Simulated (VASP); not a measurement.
# SrTiO3 (P4mm) in VASP: further runs, part 2 of 2

VASP 6.6.1. Earlier steps stand in the parts before.

## Step 4: Single point, PBE (atoms displaced along several vibrational modes)

File INCAR:

```
ALGO = Normal
EDIFF = 1E-6
ENCUT = 520
GGA = PE
ISIF = 2
ISMEAR = 0
LASPH = T
LCHARG = F
LREAL = F
LWAVE = F
NBANDS = 28
NELM = 80
PREC = Accurate
SIGMA = 0.05
```

File KPOINTS:

```
k-points
0
Gamma
  8 8 8
```

File POSCAR:

```
SrTiO3
1.0
    3.9364094381      0.0000000000      0.0000000000
    0.0000000000      3.9364094381      0.0000000000
    0.0000000000      0.0000000000      3.9364094381
Sr Ti O
1 1 3
Direct
   -0.0592691892      0.0000000000      0.0000000000
    0.5763900439      0.5000000000      0.5000000000
    0.0205331653      0.5000000000      0.5000000000
    0.5377552978      0.0000000000      0.5000000000
    0.5377552978      0.5000000000      0.0000000000
```

Potentials or basis: VASP PAW PBE potentials, release 64 (Sr_sv, Ti_sv, O).

On the command line:

```bash
$ cat potpaw_PBE.64/Sr_sv/POTCAR potpaw_PBE.64/Ti_sv/POTCAR potpaw_PBE.64/O/POTCAR > POTCAR
$ mpirun -np 1 vasp_std > vasp.out
```

OUTCAR:

```text
EDIFF = 1E-6
   ENCUT = 520
   GGA = PE
   ISIF = 2
   ISMEAR = 0
   LASPH = T
   LREAL = F
   NELM = 80
   PREC = Accurate

 ion  position               nearest neighbor table
   1  0.941  0.000  0.000-   4 2.53   5 2.53   4 2.53   5 2.53   3 2.80   3 2.80   3 2.80   3 2.80
                             4 3.07   5 3.07   4 3.07   5 3.07   2 3.13   2 3.13   2 3.13   2 3.13
   2  0.576  0.500  0.500-   3 1.75   4 1.97   5 1.97   5 1.97   4 1.97   3 2.19   1 3.13   1 3.13
                             1 3.13   1 3.13   1 3.74   1 3.74   1 3.74   1 3.74
   3  0.021  0.500  0.500-   2 1.75   2 2.19   1 2.80   1 2.80   1 2.80   1 2.80
   4  0.538  0.000  0.500-   2 1.97   2 1.97   1 2.53   1 2.53   1 3.07   1 3.07
   5  0.538  0.500  0.000-   2 1.97   2 1.97   1 2.53   1 2.53   1 3.07   1 3.07

  LATTYP: Found a simple cubic cell.
 ALAT       =     3.9364094381

  Lattice vectors:

 A1 = (   3.9364094381,   0.0000000000,   0.0000000000)
 A2 = (   0.0000000000,   3.9364094381,   0.0000000000)
 A3 = (   0.0000000000,   0.0000000000,   3.9364094381)

Analysis of symmetry for initial positions (statically):
=====================================================================
[... 182 lines left out ...]
 cond. band min:       5.7162666642   @ k =   0.0000   0.0000   0.0000
 fundamental gap:      1.9648060086
 Fermi energy:         3.9607691543

 k-point     1 :       0.0000    0.0000    0.0000
  band No.  band energies     occupation
      1     -52.3962      2.00000
      2     -28.8722      2.00000
      3     -28.7147      2.00000
      4     -28.6423      2.00000
      5     -28.6423      2.00000
      6     -13.5143      2.00000
[... 733 lines left out ...]
     27      11.8691      0.00000
     28      11.9490      0.00000

 [... further k-points ...]

------------------------ aborting loop because EDIFF is reached ----------------------------------------

  FORCE on cell =-STRESS in cart. coord.  units (eV):
  Direction    XX          YY          ZZ          XY          YZ          ZX
  --------------------------------------------------------------------------------------
  -------------------------------------------------------------------------------------
  Total        4.6079969      2.5113023      2.5113023      0.0000000      0.0000000      0.0000000
  in kB      121.0380625     65.9642740     65.9642740      0.0000000      0.0000000      0.0000000
  external PRESSURE =      84.3222035 kB  Pullay stress =       0.0000000 kB

 VOLUME and BASIS-vectors are now :
 -----------------------------------------------------------------------------
  energy-cutoff  :      520.00
  volume of cell :       61.00
      direct lattice vectors                 reciprocal lattice vectors
     3.936409438  0.000000000  0.000000000     0.254038615  0.000000000  0.000000000
     0.000000000  3.936409438  0.000000000     0.000000000  0.254038615  0.000000000
     0.000000000  0.000000000  3.936409438     0.000000000  0.000000000  0.254038615

 POSITION                                       TOTAL-FORCE (eV/Angst)
 -----------------------------------------------------------------------------------
      3.70310      0.00000      0.00000         1.800283      0.000000     -0.000000
      2.26891      1.96820      1.96820        -2.646261     -0.000000      0.000000
      0.08083      1.96820      1.96820         1.296815     -0.000000     -0.000000
      2.11683      0.00000      1.96820        -0.225419     -0.000000      0.000000
      2.11683      1.96820      0.00000        -0.225419     -0.000000     -0.000000
 -----------------------------------------------------------------------------------
    total drift:                                0.000336      0.000000      0.000003

  FREE ENERGIE OF THE ION-ELECTRON SYSTEM (eV)
  ---------------------------------------------------
  free  energy   TOTEN  =       -39.6053871057 eV

  energy  without entropy=      -39.6053871057  energy(sigma->0) =      -39.60538711
```

stdout:

```text
POSCAR found type information on POSCAR SrTiO
 POSCAR found :  3 types and       5 ions
 scaLAPACK will be used
 LDA part: xc-table for (Slater+PW92), standard interpolation
 POSCAR, INCAR and KPOINTS ok, starting setup
 FFT: planning ... GRIDC
 FFT: planning ... GRID_SOFT
 FFT: planning ... GRID
 WAVECAR not read
 entering main loop
```

It took 4 min on 1 thread of Intel Xeon 8259CL, shared host; peak memory 0.26 GiB.

What came out:

| Item | Value |
| --- | --- |
| Free energy | -39.6054 eV |
| Pressure | 8.4 GPa |
| Largest force | 2.646 eV/Å |
| Band gap on the k mesh | 1.96 eV (least direct gap 2.41 eV) |

Forces in eV/Å, atoms in the order of the input:
```
Sr   1.800  0.000  0.000
Ti  -2.646  0.000  0.000
O    1.297  0.000  0.000
O   -0.225  0.000  0.000
O   -0.225  0.000  0.000
```

Stress tensor (GPa, compression positive):
```
12.10  0.00  0.00
 0.00  6.60  0.00
 0.00  0.00  6.60
```

Levels at points of the mesh, in eV from the valence-band top:
```csv
k point,band 16,band 17,band 18,band 19,band 20,band 21,band 22,band 23,band 24,band 25
"(0.00, 0.00, 0.00)",-1.49,-1.08,-0.66,-0.45,-0.45,1.96,2.71,2.71,4.52,5.00
"(0.50, 0.00, 0.00)",-2.26,-2.13,-1.79,-0.62,-0.62,2.11,4.22,4.22,4.52,6.74
"(0.00, 0.50, 0.00)",-2.26,-2.13,-1.19,-1.10,-0.79,2.88,3.89,4.08,4.83,6.48
"(0.50, 0.50, 0.00)",-2.56,-1.64,-1.36,-1.26,-0.03,3.89,4.26,4.59,5.49,7.86
"(0.00, 0.50, 0.50)",-2.42,-1.76,-1.76,-1.60,-0.08,4.14,4.14,4.27,5.48,7.81
"(0.50, 0.50, 0.50)",-3.58,-3.31,-0.01,-0.01,0.00,4.51,4.66,4.66,6.79,7.36
```

Caveat: the cell differs from its parent crystal (atoms displaced along several vibrational modes); the stress differs along the axes, from 7 to 12 GPa; forces of over 1 eV/Å act on the atoms, so gaps and moduli don't describe the material at rest. A k mesh can miss the band edges.

## Step 5: Single point, PBE (atoms displaced along several vibrational modes)

File INCAR:

```
  PREC = Accurate
  ENCUT = 520
  EDIFF = 1E-6
  ISMEAR = 0
  SIGMA = 0.05
  LREAL = False
  LASPH = True
  NELM = 80
  ALGO = Normal
  ISIF = 2
  LWAVE = False
  LCHARG = True
  GGA = PE
  LELF = True
  LVHAR = True
  NBANDS = 28
```

File KPOINTS:

```
regular mesh
0
Gamma
  8 8 8
```

File POSCAR:

```
SrTiO3
1.0
    3.9364094381      0.0000000000      0.0000000000
    0.0000000000      3.9364094381      0.0000000000
    0.0000000000      0.0000000000      3.9364094381
Sr Ti O
1 1 3
Direct
   -0.0352881034      0.0000000000      0.0000000000
    0.5471247955      0.5000000000      0.5000000000
    0.0103688826      0.5000000000      0.5000000000
    0.5209490993      0.0000000000      0.5000000000
    0.5209490993      0.5000000000      0.0000000000
```

On the command line:

```bash
$ cat potpaw_PBE.64/Sr_sv/POTCAR potpaw_PBE.64/Ti_sv/POTCAR potpaw_PBE.64/O/POTCAR > POTCAR
$ mpirun -np 1 vasp_std > vasp.out
```

Run time: 3 min. Hardware: 1 thread of Intel Xeon 8259CL, shared host; peak memory 0.26 GiB.

It converged, with:

- Free energy: -39.9410 eV
- Pressure: 3.6 GPa
- Largest force: 1.149 eV/Å
- Band gap on the k mesh: 1.87 eV (least direct gap 2.34 eV)

Forces on the atoms (eV/Å):
```
Sr   1.022  0.000  0.000
Ti  -1.149  0.000  0.000
O    0.383  0.000  0.000
O   -0.128  0.000  0.000
O   -0.128  0.000  0.000
```

Stress tensor (GPa, compression positive):
```
5.24 0.00 0.00
0.00 2.83 0.00
0.00 0.00 2.83
```

Levels at points of the mesh, in eV from the valence-band top:
| k point | band 16 | band 17 | band 18 | band 19 | band 20 | band 21 | band 22 | band 23 | band 24 | band 25 |
| --- | --- | --- | --- | --- | --- | --- | --- | --- | --- | --- |
| (0.00, 0.00, 0.00) | -1.31 | -1.13 | -0.53 | -0.47 | -0.47 | 1.87 | 2.21 | 2.21 | 4.29 | 4.51 |
| (0.50, 0.00, 0.00) | -2.34 | -2.32 | -1.88 | -0.70 | -0.70 | 2.02 | 3.87 | 3.87 | 4.29 | 6.47 |
| (0.00, 0.50, 0.00) | -2.34 | -2.24 | -1.57 | -0.96 | -0.80 | 2.38 | 3.74 | 3.81 | 4.43 | 6.34 |
| (0.50, 0.50, 0.00) | -2.70 | -1.71 | -1.48 | -1.45 | -0.10 | 3.75 | 3.90 | 4.28 | 5.24 | 7.79 |
| (0.00, 0.50, 0.50) | -2.64 | -1.71 | -1.70 | -1.70 | -0.09 | 3.85 | 3.85 | 4.16 | 5.24 | 7.71 |
| (0.50, 0.50, 0.50) | -3.66 | -3.55 | -0.04 | -0.04 | 0.00 | 4.38 | 4.43 | 4.43 | 6.76 | 7.03 |

Caveat: the cell differs from its parent crystal (atoms displaced along several vibrational modes); the cell stands under pressure; forces of over 1 eV/Å act on the atoms, so gaps and moduli don't describe the material at rest. A k mesh can miss the band edges.

## Step 6: The runs side by side

```csv
cell,gap on the mesh (eV),pressure (GPa),largest force (eV/Å)
"as given, atomic positions A",1.87,3.3,1.43
"as given, atomic positions B",1.62,6.3,2.15
"as given, atomic positions C",1.96,8.4,2.65
"as given, atomic positions D",1.87,3.6,1.15
```

Alike in all rows: task single point; level PBE; potentials or basis VASP PAW PBE potentials, release 64 (Sr_sv, Ti_sv, O); no spin polarisation; k mesh 8 × 8 × 8; cutoff (eV) 520; smearing gaussian 0.05 eV.

Caveats: forces of over 1 eV/Å act on the atoms, so gaps and moduli don't describe the material at rest; the cell stands under pressure (at least some runs); the stress differs along the axes, from 1 to 8 GPa (at least some runs); the stress differs along the axes, from 7 to 12 GPa (at least some runs).

Absolute energies hang on the potentials; compare differences alone.
